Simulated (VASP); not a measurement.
Input of a VASP 6.6.1 run:

Contents of INCAR:

```
ALGO = Normal ; EDIFF = 1E-7
ENCUT = 520 ; GGA = PS
ISIF = 2 ; ISMEAR = 0
LASPH = T ; LCHARG = F
LREAL = F ; LWAVE = F
NBANDS = 30 ; NELM = 80
PREC = Accurate ; SIGMA = 0.15
```

The input KPOINTS:

```
k-points
0
Gamma
  5 5 5
```

POSCAR

```
La3Zn
1.0
    4.9636600000      0.0000000000      0.0000000000
    0.0000000000      4.9636600000      0.0000000000
    0.0000000000      0.0000000000      4.9636600000
La Zn
3 1
Direct
    0.0000000000      0.5000000000      0.5000000000
    0.5000000000      0.0000000000      0.5000000000
    0.5000000000      0.5000000000      0.0000000000
    0.0000000000      0.0000000000      0.0000000000
```

Potentials or basis: VASP PAW PBE potentials, release 64 (La, Zn).

Run with:

```console
$ cat potpaw_PBE.64/La/POTCAR potpaw_PBE.64/Zn/POTCAR > POTCAR
$ mpirun -np 1 vasp_std > vasp.out
```

Q: What does it give for the pressure?

A: -2.5 GPa.

Caveat: the PAW data sets were made with another functional, which shifts forces and pressure a little.
